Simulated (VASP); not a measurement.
# Y (Im-3m) in VASP: notebook

Runs on Y. Level: revPBE. Tasks: single point.

Program: VASP 6.6.1. These are calculated values, not measurements. Logs are shortened: lines on timing, memory, paths and dates and some standing lists are left out, and cuts for length are marked.

**1. The cell of the first run**

It takes space group Im-3m (No. 229, cubic). The conventional cell has a = 4.085 Å, b = 4.085 Å, c = 4.085 Å, α = 90.00°, β = 90.00°, γ = 90.00°. Y (site symmetry m-3m) has 14 Y at 3.54 to 4.09 Å within 4.6 Å.

This isn't the form of Y at room conditions, which is hcp.

**2. Single point, revPBE (34.09 Å³/atom)**

INCAR

```
SYSTEM = Y
PREC = Accurate ; ENCUT = 520
EDIFF = 1E-6 ; ISMEAR = -1
SIGMA = 0.1 ; LREAL = .FALSE.
LASPH = .TRUE. ; NELM = 60
ALGO = Normal ; ISIF = 2
LWAVE = .FALSE. ; LCHARG = .FALSE.
GGA = RE ; NBANDS = 12
```

KPOINTS

```
regular mesh
0
G
  18 18 18
  0 0 0
```

POSCAR

```
Y
1.0
   -2.0426592587      2.0426592587      2.0426592587
    2.0426592587     -2.0426592587      2.0426592587
    2.0426592587      2.0426592587     -2.0426592587
Y
1
Direct
    0.0000000000      0.0000000000      0.0000000000
```

Potentials or basis: VASP PAW PBE potentials, release 64 (Y_sv).

Started as:

```
$ cat potpaw_PBE.64/Y_sv/POTCAR > POTCAR
$ mpirun -np 1 vasp_std > vasp.out
```

OUTCAR:

```text
SYSTEM = Y
   PREC = Accurate
   ENCUT = 520
   EDIFF = 1E-6
   ISMEAR = -1
   LREAL = .FALSE.
   LASPH = .TRUE.
   NELM = 60
   ISIF = 2
   GGA = RE

 ion  position               nearest neighbor table
   1  0.000  0.000  0.000-

  LATTYP: Found a body centered cubic cell.
 ALAT       =     4.0853185174

  Lattice vectors:

 A1 = (  -2.0426592587,   2.0426592587,   2.0426592587)
 A2 = (   2.0426592587,  -2.0426592587,   2.0426592587)
 A3 = (   2.0426592587,   2.0426592587,  -2.0426592587)

Analysis of symmetry for initial positions (statically):
=====================================================================
 Subroutine PRICEL returns:
 Original cell was already a primitive cell.

 Routine SETGRP: Setting up the symmetry group for a
 body centered cubic supercell.

 Subroutine GETGRP returns: Found 48 space group operations
 (whereof 48 operations were pure point group operations)
 out of a pool of 48 trial point group operations.

The static configuration has the point symmetry O_h .

Analysis of symmetry for dynamics (positions and initial velocities):
=====================================================================
 Subroutine PRICEL returns:
 Original cell was already a primitive cell.

 Routine SETGRP: Setting up the symmetry group for a
 body centered cubic supercell.

 Subroutine GETGRP returns: Found 48 space group operations
 (whereof 48 operations were pure point group operations)
 out of a pool of 48 trial point group operations.

The dynamic configuration has the point symmetry O_h .

 Subroutine INISYM returns: Found 48 space group operations
 (whereof 48 operations are pure point group operations),
 and found     1 'primitive' translations

----------------------------------------------------------------------------------------

                                     Primitive cell

  volume of cell :      34.0916

  direct lattice vectors                    reciprocal lattice vectors
    -2.042659259  2.042659259  2.042659259     0.000000000  0.244778956  0.244778956
     2.042659259 -2.042659259  2.042659259     0.244778956  0.000000000  0.244778956
     2.042659259  2.042659259 -2.042659259     0.244778956  0.244778956  0.000000000

  length of vectors
     3.537989619  3.537989619  3.537989619     0.346169719  0.346169719  0.346169719

  position of ions in fractional coordinates (direct lattice)
     0.000000000  0.000000000  0.000000000

  ion indices of the primitive-cell ions
   primitive index   ion index
                 1           1

----------------------------------------------------------------------------------------

 KPOINTS: regular mesh

Automatic generation of k-mesh.
 Grid dimensions read from file:
 generate k-points for:   18   18   18

 Generating k-lattice:

  Cartesian coordinates                     Fractional coordinates (reciprocal lattice)
     0.000000000  0.013598831  0.013598831     0.055555556  0.000000000  0.000000000
     0.013598831  0.000000000  0.013598831     0.000000000  0.055555556  0.000000000
     0.013598831  0.013598831  0.000000000     0.000000000  0.000000000  0.055555556

  Length of vectors
     0.019231651  0.019231651  0.019231651

  Shift w.r.t. Gamma in fractional coordinates (k-lattice)
     0.000000000  0.000000000  0.000000000

 Subroutine IBZKPT returns following result:
 ===========================================

 Found    195 irreducible k-points:

 Following reciprocal coordinates:
            Coordinates               Weight
  0.000000  0.000000  0.000000      1.000000
  0.055556  0.000000  0.000000     12.000000
  0.111111  0.000000  0.000000     12.000000
  0.166667  0.000000  0.000000     12.000000
  0.222222  0.000000  0.000000     12.000000
  0.277778  0.000000  0.000000     12.000000
[... 16 lines left out ...]
  0.333333  0.111111 -0.000000     48.000000
  0.388889  0.111111  0.000000     48.000000
 [... further k-points ...]
   k-points           NKPTS =    195   k-points in BZ     NKDIM =    195   number of bands    NBANDS=     12
   number of dos      NEDOS =    301   number of ions     NIONS =      1
   total plane-waves  NPLWV =  21952
   dimension x,y,z NGX =    28 NGY =   28 NGZ =   28
   dimension x,y,z NGXF=    56 NGYF=   56 NGZF=   56
   ions per type =               1
   NGX,Y,Z   is equivalent  to a cutoff of  13.16, 13.16, 13.16 a.u.
   NGXF,Y,Z  is equivalent  to a cutoff of  26.31, 26.31, 26.31 a.u.
 SYSTEM =  Y
   PREC   = accura    normal or accurate (medium, high low for compatibility)
   ISTART =      0    job   : 0-new  1-cont  2-samecut
   ICHARG =      2    charge: 1-file 2-atom 10-const
   ISPIN  =      1    spin polarized calculation?
   LNONCOLLINEAR =      F non collinear calculations
   LSORBIT =      F    spin-orbit coupling
   LASPH  =      T    aspherical Exc in radial PAW
   ENCUT  =  520.0 eV  38.22 Ry    6.18 a.u.   6.58  6.58  6.58*2*pi/ulx,y,z
   NELM   =     60;   NELMIN=  2; NELMDL= -5     # of ELM steps
   EDIFF  = 0.1E-05   stopping-criterion for ELM
   LREAL  =      F    real-space projection
   EDIFFG = 0.1E-04   stopping-criterion for IOM
   NSW    =      0    number of steps for IOM
   IBRION =     -1    ionic relax: 0-MD 1-quasi-New 2-CG
   NFREE  =      0    steps in history (QN), initial steepest desc. (CG)
   ISIF   =      2    stress and relaxation
   ISYM   =      2    0-nonsym 1-usesym 2-fastsym
   POTIM  = 0.5000    time-step for ionic-motion
   TEBEG  =    0.0;   TEEND  =   0.0 temperature during run
   PSTRESS=    0.0 pullay stress
   NELECT =      11.0000    total number of electrons
   NUPDOWN=      -1.0000    fix difference up-down
   EMIN   =  10.00;   EMAX   =-10.00  energy-range for DOS
   EFERMI =   0.00;   METHOD = LEGACY
   ISMEAR =    -1;   SIGMA  =   0.10  broadening in eV -4-tet -1-fermi 0-gaus
   EFERMI_NEDOS =   21; number of points for ismear=-14 and -15
   IALGO  =     38    algorithm
   IMIX   =      4    mixing-type and parameters
     AMIX     =   0.40;   BMIX     =  1.00
     AMIX_MAG =   1.60;   BMIX_MAG =  1.00
  volume/ion in A,a.u.               =      34.09       230.06
  Fermi-wavevector in a.u.,A,eV,Ry     =   1.122854  2.121886 17.154228  1.260800
  Thomas-Fermi vector in A             =   2.259516
   LORBIT       =      0    0 simple, 1 ext, 2 COOP (PROOUT), +10 PAW based schemes
   GGA     = RE    functional components
   LHFCALC =     F    Hartree Fock is set to
   AEXX    =    0.0000 exact exchange contribution
   IVDW    =     0    specifies the selected vdW correction
   LEPSILON=     F    determine dielectric tensor
   LRPA    =     F    only Hartree local field effects (RPA)
 non-spin polarized calculation
  energy-cutoff  :      520.00
  volume of cell :       34.09
 maximum number of plane-waves:       947
   NGX = 13   NGY = 13   NGZ = 13

 number of electron      10.9999999 magnetization

 Free energy of the ion-electron system (eV)
  ---------------------------------------------------
  ext. energy  EPLUGINS =         0.00000000
  ---------------------------------------------------
  free energy    TOTEN  =        -6.09195085 eV

  energy without entropy =       -6.01037175  energy(sigma->0) =       -6.05116130

 E-fermi :   3.0240     XC(G=0):  -9.2197

 val. band max:        3.0239167677   @ k =  -0.3889   0.3889   0.1667
 cond. band min:       3.0253125930   @ k =   0.1667   0.1667   0.1667
 fundamental gap:      0.0013958253
 Fermi energy:         3.0240228419

 k-point     1 :       0.0000    0.0000    0.0000
  band No.  band energies     occupation
      1     -39.9559      2.00000
      2     -19.6773      2.00000
      3     -19.6773      2.00000
      4     -19.6773      2.00000
      5      -1.7146      2.00000
      6       4.6729      0.00000
      7       4.6729      0.00000
      8       4.6729      0.00000
      9       6.4939      0.00000
     10       6.4939      0.00000
     11      13.1290      0.00000
     12      13.1290      0.00000

 k-point     2 :       0.0556    0.0000    0.0000
  band No.  band energies     occupation
      1     -39.9542      2.00000
      2     -19.6925      2.00000
      3     -19.6821      2.00000
      4     -19.6774      2.00000
      5      -1.6372      2.00000
      6       4.6155      0.00000
      7       4.6480      0.00000
      8       4.7467      0.00000
      9       6.4034      0.00000
     10       6.4924      0.00000
     11      13.2008      0.00000
     12      13.2771      0.00000

 k-point     3 :       0.1111    0.0000    0.0000
  band No.  band energies     occupation
      1     -39.9494      2.00000
      2     -19.7360      2.00000
      3     -19.6958      2.00000
      4     -19.6775      2.00000
      5      -1.4101      2.00000
      6       4.4577      0.00000
      7       4.5473      0.00000
      8       4.9664      0.00000
      9       6.2186      0.00000
     10       6.4931      0.00000
     11      13.3713      0.00000
     12      13.7049      0.00000
[... 286 lines left out ...]
 k-point    23 :       0.3333    0.1111   -0.0000
  band No.  band energies     occupation
      1     -39.9040      2.00000
      2     -20.0923      2.00000
      3     -19.8283      2.00000
      4     -19.6996      2.00000
      5       1.0359      2.00000
      6       3.2659      0.16345
      7       3.4194      0.03763
      8       6.2810      0.00000
      9       6.9821      0.00000
     10       8.0040      0.00000
     11      11.0617      0.00000
     12      11.9691      0.00000

 k-point    24 :       0.3889    0.1111    0.0000
  band No.  band energies     occupation
      1     -39.8993      2.00000
      2     -20.1257      2.00000
      3     -19.8447      2.00000
      4     -19.7001      2.00000
      5       1.2635      2.00000
      6       3.2512      0.18697
      7       3.4208      0.03714
      8       6.3224      0.00000
      9       7.0589      0.00000
     10       8.5707      0.00000
     11      10.5028      0.00000
     12      11.5585      0.00000

 [... further k-points ...]
[... 5 lines left out ...]
  --------------------------------------------------------------------------------------
  -------------------------------------------------------------------------------------
  Total       -0.0278849     -0.0278849     -0.0278849     -0.0000000      0.0000000      0.0000000
  in kB       -1.3104836     -1.3104836     -1.3104836     -0.0000000      0.0000000      0.0000000
  external PRESSURE =      -1.3104836 kB  Pullay stress =       0.0000000 kB

 VOLUME and BASIS-vectors are now :
 -----------------------------------------------------------------------------
  energy-cutoff  :      520.00
  volume of cell :       34.09
      direct lattice vectors                 reciprocal lattice vectors
    -2.042659259  2.042659259  2.042659259     0.000000000  0.244778956  0.244778956
     2.042659259 -2.042659259  2.042659259     0.244778956  0.000000000  0.244778956
     2.042659259  2.042659259 -2.042659259     0.244778956  0.244778956  0.000000000

 POSITION                                       TOTAL-FORCE (eV/Angst)
 -----------------------------------------------------------------------------------
      0.00000      0.00000      0.00000        -0.000000      0.000000      0.000000
 -----------------------------------------------------------------------------------
    total drift:                               -0.000000     -0.000000     -0.000000

  FREE ENERGIE OF THE ION-ELECTRON SYSTEM (eV)
  ---------------------------------------------------
  free  energy   TOTEN  =        -6.0919508470 eV

  energy  without entropy=       -6.0103717451  energy(sigma->0) =       -6.05116130
```

Wall time 39 s (1 thread of Intel Xeon Platinum 8488C (Sapphire Rapids), shared host); peak memory 0.23 GiB.

What came out:

| Property | Result |
| --- | --- |
| Free energy | -6.0920 eV |
| Pressure | -0.1 GPa |
| Band gap on the k mesh | zero (an odd number of electrons rules out a gap without spin polarisation) |

Levels at points of the mesh, in eV from the Fermi level:
```csv
k point,band 3,band 4,band 5,band 6,band 7,band 8
"(0.00, 0.00, 0.00)",-22.70,-22.70,-4.74,1.65,1.65,1.65
"(0.50, 0.00, 0.00)",-22.86,-22.70,-1.92,0.22,0.62,3.40
"(0.50, 0.50, 0.50)",-23.04,-23.04,-1.37,-1.37,5.08,5.08
```

Caveat: the PAW data sets were made with another functional, which shifts forces and pressure a little.

**3. Single point, revPBE (35.46 Å³/atom)**

This run uses another cell than the first one, of 35.46 Å³/atom.

INCAR

```
PREC = Accurate
ENCUT = 520
EDIFF = 1E-6
ISMEAR = -1
SIGMA = 0.1
LREAL = F
LASPH = T
NELM = 80
ALGO = Normal
ISIF = 2
LWAVE = F
LCHARG = F
GGA = RE
NBANDS = 12
```

KPOINTS

```
Automatic mesh
0
Gamma
  18 18 18
```

POSCAR

```
Y
1.0
   -2.0695394367      2.0695394367      2.0695394367
    2.0695394367     -2.0695394367      2.0695394367
    2.0695394367      2.0695394367     -2.0695394367
Y
1
Direct
    0.0000000000      0.0000000000      0.0000000000
```

Potentials or basis: VASP PAW PBE potentials, release 64 (Y_sv).

Started as:

```
$ cat potpaw_PBE.64/Y_sv/POTCAR > POTCAR
$ mpirun -np 1 vasp_std > vasp.out
```

OUTCAR:

```text
PREC = Accurate
   ENCUT = 520
   EDIFF = 1E-6
   ISMEAR = -1
   LREAL = F
   LASPH = T
   NELM = 80
   ISIF = 2
   GGA = RE

 ion  position               nearest neighbor table
   1  0.000  0.000  0.000-

  LATTYP: Found a body centered cubic cell.
 ALAT       =     4.1390788734

  Lattice vectors:

 A1 = (  -2.0695394367,   2.0695394367,   2.0695394367)
 A2 = (   2.0695394367,  -2.0695394367,   2.0695394367)
 A3 = (   2.0695394367,   2.0695394367,  -2.0695394367)

[... 527 lines left out ...]
      3     -20.1384      2.00000
      4     -20.0108      2.00000
      5       1.1188      2.00000
      6       3.0701      0.17330
      7       3.1784      0.06226
      8       6.0105      0.00000
      9       6.7095      0.00000
     10       8.1452      0.00000
     11       9.9580      0.00000
     12      11.1748      0.00000

 [... further k-points ...]
[... 5 lines left out ...]
  --------------------------------------------------------------------------------------
  -------------------------------------------------------------------------------------
  Total       -0.3265686     -0.3265686     -0.3265686      0.0000000     -0.0000000      0.0000000
  in kB      -14.7571970    -14.7571970    -14.7571970      0.0000000     -0.0000000      0.0000000
  external PRESSURE =     -14.7571970 kB  Pullay stress =       0.0000000 kB

 VOLUME and BASIS-vectors are now :
 -----------------------------------------------------------------------------
  energy-cutoff  :      520.00
  volume of cell :       35.46
      direct lattice vectors                 reciprocal lattice vectors
    -2.069539437  2.069539437  2.069539437     0.000000000  0.241599648  0.241599648
     2.069539437 -2.069539437  2.069539437     0.241599648  0.000000000  0.241599648
     2.069539437  2.069539437 -2.069539437     0.241599648  0.241599648  0.000000000

 POSITION                                       TOTAL-FORCE (eV/Angst)
 -----------------------------------------------------------------------------------
      0.00000      0.00000      0.00000        -0.000000      0.000000      0.000000
 -----------------------------------------------------------------------------------
    total drift:                               -0.000000     -0.000000     -0.000000

  FREE ENERGIE OF THE ION-ELECTRON SYSTEM (eV)
  ---------------------------------------------------
  free  energy   TOTEN  =        -6.0854231232 eV

  energy  without entropy=       -6.0015602378  energy(sigma->0) =       -6.04349168
```

OSZICAR:

```text
N       E                     dE             d eps       ncg     rms          rms(c)
DAV:   1     0.248006697626E+02    0.24801E+02   -0.54877E+03  4680   0.819E+02
DAV:   2    -0.493789241007E+01   -0.29739E+02   -0.28952E+02  5800   0.163E+02
DAV:   3    -0.628630756918E+01   -0.13484E+01   -0.13242E+01  6628   0.222E+01
DAV:   4    -0.632052845788E+01   -0.34221E-01   -0.34197E-01  5376   0.338E+00
DAV:   5    -0.632118347543E+01   -0.65502E-03   -0.65499E-03  6052   0.377E-01    0.232E+01
DAV:   6    -0.613079043763E+01    0.19039E+00   -0.21395E-01  5028   0.314E+00    0.141E+01
DAV:   7    -0.608959418446E+01    0.41196E-01   -0.32499E-01  5456   0.383E+00    0.105E+00
DAV:   8    -0.608582942968E+01    0.37648E-02   -0.43859E-02  5388   0.160E+00    0.191E-01
DAV:   9    -0.608557199730E+01    0.25743E-03   -0.82215E-04  5604   0.249E-01    0.115E-01
DAV:  10    -0.608542350220E+01    0.14850E-03   -0.58337E-04  5128   0.186E-01    0.487E-02
DAV:  11    -0.608542344657E+01    0.55631E-07   -0.53887E-05  5132   0.617E-02    0.120E-02
DAV:  12    -0.608542312321E+01    0.32336E-06   -0.14017E-06  5512   0.977E-03
   1 F= -.60854231E+01 E0= -.60434917E+01  d E =-.838629E-01
```

stdout:

```text
POSCAR found type information on POSCAR Y
 POSCAR found :  1 types and       1 ions
 scaLAPACK will be used
 -----------------------------------------------------------------------------
|                                                                             |
|                                                                             |
|     You enforced a specific xc type in the INCAR file but a different       |
|     I HOPE YOU KNOW WHAT YOU ARE DOING!                                     |
|                                                                             |
 -----------------------------------------------------------------------------

 LDA part: xc-table for (Slater+PW92), standard interpolation
 POSCAR, INCAR and KPOINTS ok, starting setup
 FFT: planning ... GRIDC
 FFT: planning ... GRID_SOFT
 FFT: planning ... GRID
 WAVECAR not read
 entering main loop
```

Run time: 42 s. Hardware: 1 thread of Intel Xeon Platinum 8488C (Sapphire Rapids), shared host; peak memory 0.23 GiB.

Results:

```
Free energy            : -6.0854 eV
Pressure               : -1.5 GPa
Band gap on the k mesh : zero (an odd number of electrons rules out a gap without spin polarisation)
```

Levels at points of the mesh, in eV from the Fermi level:
| k point | band 2 | band 3 | band 4 | band 5 | band 6 | band 7 | band 8 | band 9 |
| --- | --- | --- | --- | --- | --- | --- | --- | --- |
| (0.00, 0.00, 0.00) | -22.83 | -22.83 | -22.83 | -4.67 | 1.60 | 1.60 | 1.60 | 3.35 |
| (0.50, 0.00, 0.00) | -23.24 | -22.96 | -22.83 | -1.86 | 0.24 | 0.53 | 3.27 | 3.86 |
| (0.50, 0.50, 0.50) | -23.12 | -23.12 | -23.12 | -1.27 | -1.27 | 4.87 | 4.87 | 4.87 |

Caveat: the PAW data sets were made with another functional, which shifts forces and pressure a little.

[end of part 1 of 2]
